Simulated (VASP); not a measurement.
# V (Fd-3m) in VASP: a series of runs

The runs below take V through single point, with LDA.

All numbers are computed with VASP 6.6.1; they aren't measurements. Logs are shortened: lines on timing, memory, paths and dates and some standing lists are left out, and cuts for length are marked.

## Step 1: The cell of the first run

It takes space group Fd-3m (No. 227, cubic). The conventional cell has a = 5.102 Å, b = 5.102 Å, c = 5.102 Å, α = 90.00°, β = 90.00°, γ = 90.00°. V (site symmetry -43m) has 4 V at 2.21 Å within 2.9 Å.

This isn't the form of V at room conditions, which is bcc.

## Step 2: Single point, LDA

The input, INCAR:

```
PREC = Accurate
ENCUT = 520
EDIFF = 1E-7
ISMEAR = -1
SIGMA = 0.1
LREAL = False
LASPH = True
NELM = 60
ALGO = Normal
ISIF = 2
LWAVE = False
LCHARG = False
GGA = CA
NBANDS = 20
```

The input, KPOINTS:

```
regular mesh
0
Gamma
  10 10 10
```

The input, POSCAR:

```
V
1.0
    0.0000000000      2.5508972696      2.5508972696
    2.5508972696      0.0000000000      2.5508972696
    2.5508972696      2.5508972696      0.0000000000
V
2
Direct
    0.1250000000      0.1250000000      0.1250000000
    0.8750000000      0.8750000000      0.8750000000
```

Potentials or basis: VASP PAW LDA potentials, release 64 (V_sv).

Command:

```
> cat potpaw_LDA.64/V_sv/POTCAR > POTCAR
> mpirun -np 1 vasp_std > vasp.out
```

OUTCAR:

```text
PREC = Accurate
   ENCUT = 520
   EDIFF = 1E-7
   ISMEAR = -1
   LREAL = False
   LASPH = True
   NELM = 60
   ISIF = 2
   GGA = CA

 ion  position               nearest neighbor table
   1  0.125  0.125  0.125-   2 2.21   2 2.21   2 2.21   2 2.21
   2  0.875  0.875  0.875-   1 2.21   1 2.21   1 2.21   1 2.21

  LATTYP: Found a face centered cubic cell.
 ALAT       =     5.1017945392

  Lattice vectors:

 A1 = (   0.0000000000,   2.5508972696,   2.5508972696)
 A2 = (   2.5508972696,   0.0000000000,   2.5508972696)
 A3 = (   2.5508972696,   2.5508972696,   0.0000000000)

Analysis of symmetry for initial positions (statically):
=====================================================================
 Subroutine PRICEL returns:
 Original cell was already a primitive cell.

 Routine SETGRP: Setting up the symmetry group for a
 face centered cubic supercell.

 Subroutine GETGRP returns: Found 48 space group operations
 (whereof 12 operations were pure point group operations)
 out of a pool of 48 trial point group operations.

The static configuration has the point symmetry D_3d.
 The point group associated with its full space group is O_h .

Analysis of symmetry for dynamics (positions and initial velocities):
=====================================================================
 Subroutine PRICEL returns:
 Original cell was already a primitive cell.

 Routine SETGRP: Setting up the symmetry group for a
 face centered cubic supercell.

 Subroutine GETGRP returns: Found 48 space group operations
 (whereof 12 operations were pure point group operations)
 out of a pool of 48 trial point group operations.

The dynamic configuration has the point symmetry D_3d.
 The point group associated with its full space group is O_h .

 Subroutine INISYM returns: Found 48 space group operations
 (whereof 12 operations are pure point group operations),
 and found     1 'primitive' translations

----------------------------------------------------------------------------------------

                                     Primitive cell

  volume of cell :      33.1978

  direct lattice vectors                    reciprocal lattice vectors
     0.000000000  2.550897270  2.550897270    -0.196009461  0.196009461  0.196009461
     2.550897270  0.000000000  2.550897270     0.196009461 -0.196009461  0.196009461
     2.550897270  2.550897270  0.000000000     0.196009461  0.196009461 -0.196009461

  length of vectors
     3.607513515  3.607513515  3.607513515     0.339498346  0.339498346  0.339498346

  position of ions in fractional coordinates (direct lattice)
     0.125000000  0.125000000  0.125000000
     0.875000000  0.875000000  0.875000000

  ion indices of the primitive-cell ions
   primitive index   ion index
                 1           1
                 2           2

----------------------------------------------------------------------------------------

 KPOINTS: regular mesh

Automatic generation of k-mesh.
 Grid dimensions read from file:
 generate k-points for:   10   10   10

 Generating k-lattice:

  Cartesian coordinates                     Fractional coordinates (reciprocal lattice)
    -0.019600946  0.019600946  0.019600946     0.100000000  0.000000000  0.000000000
     0.019600946 -0.019600946  0.019600946     0.000000000  0.100000000  0.000000000
     0.019600946  0.019600946 -0.019600946     0.000000000  0.000000000  0.100000000

  Length of vectors
     0.033949835  0.033949835  0.033949835

  Shift w.r.t. Gamma in fractional coordinates (k-lattice)
     0.000000000  0.000000000  0.000000000

 Subroutine IBZKPT returns following result:
 ===========================================

 Found     47 irreducible k-points:

 Following reciprocal coordinates:
            Coordinates               Weight
  0.000000  0.000000  0.000000      1.000000
  0.100000  0.000000  0.000000      8.000000
  0.200000  0.000000  0.000000      8.000000
  0.300000  0.000000  0.000000      8.000000
  0.400000  0.000000  0.000000      8.000000
  0.500000  0.000000  0.000000      4.000000
[... 16 lines left out ...]
  0.300000  0.300000  0.000000      6.000000
  0.400000  0.300000  0.000000     24.000000
 [... further k-points ...]
   k-points           NKPTS =     47   k-points in BZ     NKDIM =     47   number of bands    NBANDS=     20
   number of dos      NEDOS =    301   number of ions     NIONS =      2
   total plane-waves  NPLWV =  21952
   dimension x,y,z NGX =    28 NGY =   28 NGZ =   28
   dimension x,y,z NGXF=    56 NGYF=   56 NGZF=   56
   ions per type =               2
   NGX,Y,Z   is equivalent  to a cutoff of  12.90, 12.90, 12.90 a.u.
   NGXF,Y,Z  is equivalent  to a cutoff of  25.81, 25.81, 25.81 a.u.
 SYSTEM =  unknown system
   PREC   = accura    normal or accurate (medium, high low for compatibility)
   ISTART =      0    job   : 0-new  1-cont  2-samecut
   ICHARG =      2    charge: 1-file 2-atom 10-const
   ISPIN  =      1    spin polarized calculation?
   LNONCOLLINEAR =      F non collinear calculations
   LSORBIT =      F    spin-orbit coupling
   LASPH  =      T    aspherical Exc in radial PAW
   ENCUT  =  520.0 eV  38.22 Ry    6.18 a.u.   6.71  6.71  6.71*2*pi/ulx,y,z
   NELM   =     60;   NELMIN=  2; NELMDL= -5     # of ELM steps
   EDIFF  = 0.1E-06   stopping-criterion for ELM
   LREAL  =      F    real-space projection
   EDIFFG = 0.1E-05   stopping-criterion for IOM
   NSW    =      0    number of steps for IOM
   IBRION =     -1    ionic relax: 0-MD 1-quasi-New 2-CG
   NFREE  =      0    steps in history (QN), initial steepest desc. (CG)
   ISIF   =      2    stress and relaxation
   ISYM   =      2    0-nonsym 1-usesym 2-fastsym
   POTIM  = 0.5000    time-step for ionic-motion
   TEBEG  =    0.0;   TEEND  =   0.0 temperature during run
   PSTRESS=    0.0 pullay stress
   NELECT =      26.0000    total number of electrons
   NUPDOWN=      -1.0000    fix difference up-down
   EMIN   =  10.00;   EMAX   =-10.00  energy-range for DOS
   EFERMI =   0.00;   METHOD = LEGACY
   ISMEAR =    -1;   SIGMA  =   0.10  broadening in eV -4-tet -1-fermi 0-gaus
   EFERMI_NEDOS =   21; number of points for ismear=-14 and -15
   IALGO  =     38    algorithm
   IMIX   =      4    mixing-type and parameters
     AMIX     =   0.40;   BMIX     =  1.00
     AMIX_MAG =   1.60;   BMIX_MAG =  1.00
  volume/ion in A,a.u.               =      16.60       112.01
  Fermi-wavevector in a.u.,A,eV,Ry     =   1.509025  2.851643 30.982577  2.277155
  Thomas-Fermi vector in A             =   2.619401
   LORBIT       =      0    0 simple, 1 ext, 2 COOP (PROOUT), +10 PAW based schemes
   GGA     = CA    functional components
   LHFCALC =     F    Hartree Fock is set to
   AEXX    =    0.0000 exact exchange contribution
   IVDW    =     0    specifies the selected vdW correction
   LEPSILON=     F    determine dielectric tensor
   LRPA    =     F    only Hartree local field effects (RPA)
 non-spin polarized calculation
  energy-cutoff  :      520.00
  volume of cell :       33.20
 maximum number of plane-waves:       914
   NGX = 13   NGY = 13   NGZ = 13

 number of electron      25.9999991 magnetization

 Free energy of the ion-electron system (eV)
  ---------------------------------------------------
  ext. energy  EPLUGINS =         0.00000000
  ---------------------------------------------------
  free energy    TOTEN  =       -15.13095672 eV

  energy without entropy =      -14.99043483  energy(sigma->0) =      -15.06069577

 E-fermi :   7.1459     XC(G=0): -11.7307

 val. band max:        7.1420605247   @ k =  -0.3000   0.1000   0.0000
 cond. band min:       7.1637032554   @ k =   0.5000   0.3000   0.0000
 fundamental gap:      0.0216427307
 Fermi energy:         7.1459381815

 k-point     1 :       0.0000    0.0000    0.0000
  band No.  band energies     occupation
      1     -55.8776      2.00000
      2     -54.9485      2.00000
      3     -30.3685      2.00000
      4     -30.3685      2.00000
      5     -30.3685      2.00000
      6     -29.2311      2.00000
[... 12 lines left out ...]
     19      11.3476      0.00000
     20      20.9851      0.00000

 k-point     2 :       0.1000    0.0000    0.0000
  band No.  band energies     occupation
      1     -55.8611      2.00000
      2     -54.9660      2.00000
      3     -30.3843      2.00000
      4     -30.3843      2.00000
      5     -30.3706      2.00000
      6     -29.2308      2.00000
[... 12 lines left out ...]
     19      11.3381      0.00000
     20      19.0777      0.00000

 k-point     3 :       0.2000    0.0000    0.0000
  band No.  band energies     occupation
      1     -55.8146      2.00000
      2     -55.0152      2.00000
      3     -30.4237      2.00000
      4     -30.4237      2.00000
      5     -30.3773      2.00000
      6     -29.2286      2.00000
[... 12 lines left out ...]
     19      11.2951      0.00000
     20      16.8897      0.00000

 k-point     4 :       0.3000    0.0000    0.0000
  band No.  band energies     occupation
      1     -55.7478      2.00000
      2     -55.0854      2.00000
      3     -30.4691      2.00000
      4     -30.4691      2.00000
      5     -30.3876      2.00000
      6     -29.2233      2.00000
[... 12 lines left out ...]
     19      11.1854      0.00000
     20      14.7056      0.00000

 k-point     5 :       0.4000    0.0000    0.0000
  band No.  band energies     occupation
      1     -55.6810      2.00000
      2     -55.1549      2.00000
      3     -30.5035      2.00000
      4     -30.5035      2.00000
      5     -30.3976      2.00000
      6     -29.2172      2.00000
[... 12 lines left out ...]
     19      10.9987      0.00000
     20      12.8808      0.00000
[... 353 lines left out ...]
      6     -29.3838      2.00000
[... 12 lines left out ...]
     19      11.5025      0.00000
     20      13.5056      0.00000

 k-point    22 :      -0.2000    0.2000    0.0000
  band No.  band energies     occupation
      1     -55.7209      2.00000
      2     -55.1134      2.00000
      3     -30.5820      2.00000
      4     -30.4706      2.00000
      5     -30.2751      2.00000
      6     -29.3267      2.00000
[... 12 lines left out ...]
     19      11.5568      0.00000
     20      15.4705      0.00000

 k-point    23 :       0.3000    0.3000    0.0000
  band No.  band energies     occupation
      1     -55.6906      2.00000
      2     -55.1449      2.00000
      3     -30.5773      2.00000
      4     -30.5773      2.00000
      5     -30.1387      2.00000
      6     -29.4794      2.00000
[... 12 lines left out ...]
     19      11.5446      0.00000
     20      15.7192      0.00000

 k-point    24 :       0.4000    0.3000    0.0000
  band No.  band energies     occupation
      1     -55.6246      2.00000
      2     -55.2131      2.00000
      3     -30.6230      2.00000
      4     -30.6096      2.00000
      5     -30.0715      2.00000
      6     -29.5462      2.00000
[... 12 lines left out ...]
     19      11.5245      0.00000
     20      14.2105      0.00000

 [... further k-points ...]
[... 5 lines left out ...]
  --------------------------------------------------------------------------------------
  -------------------------------------------------------------------------------------
  Total        0.1884022      0.1884022      0.1884022     -0.0000000      0.0000000      0.0000000
  in kB        9.0925909      9.0925909      9.0925909     -0.0000000      0.0000000      0.0000000
  external PRESSURE =       9.0925909 kB  Pullay stress =       0.0000000 kB

 VOLUME and BASIS-vectors are now :
 -----------------------------------------------------------------------------
  energy-cutoff  :      520.00
  volume of cell :       33.20
      direct lattice vectors                 reciprocal lattice vectors
     0.000000000  2.550897270  2.550897270    -0.196009461  0.196009461  0.196009461
     2.550897270  0.000000000  2.550897270     0.196009461 -0.196009461  0.196009461
     2.550897270  2.550897270  0.000000000     0.196009461  0.196009461 -0.196009461

 POSITION                                       TOTAL-FORCE (eV/Angst)
 -----------------------------------------------------------------------------------
      0.63772      0.63772      0.63772        -0.000000     -0.000000     -0.000000
      4.46407      4.46407      4.46407         0.000000      0.000000      0.000000
 -----------------------------------------------------------------------------------
    total drift:                                0.000000     -0.000000     -0.000000

  FREE ENERGIE OF THE ION-ELECTRON SYSTEM (eV)
  ---------------------------------------------------
  free  energy   TOTEN  =       -15.1309567199 eV

  energy  without entropy=      -14.9904348273  energy(sigma->0) =      -15.06069577
```

Run time: 41 s. Hardware: 1 thread of Intel Xeon 8259CL, shared host; peak memory 0.15 GiB.

What came out:

* Free energy: -15.1310 eV
* Pressure: 0.9 GPa
* Band gap on the k mesh: zero (bands 13 and 14 overlap by 1.25 eV)

[end of part 1 of 2]
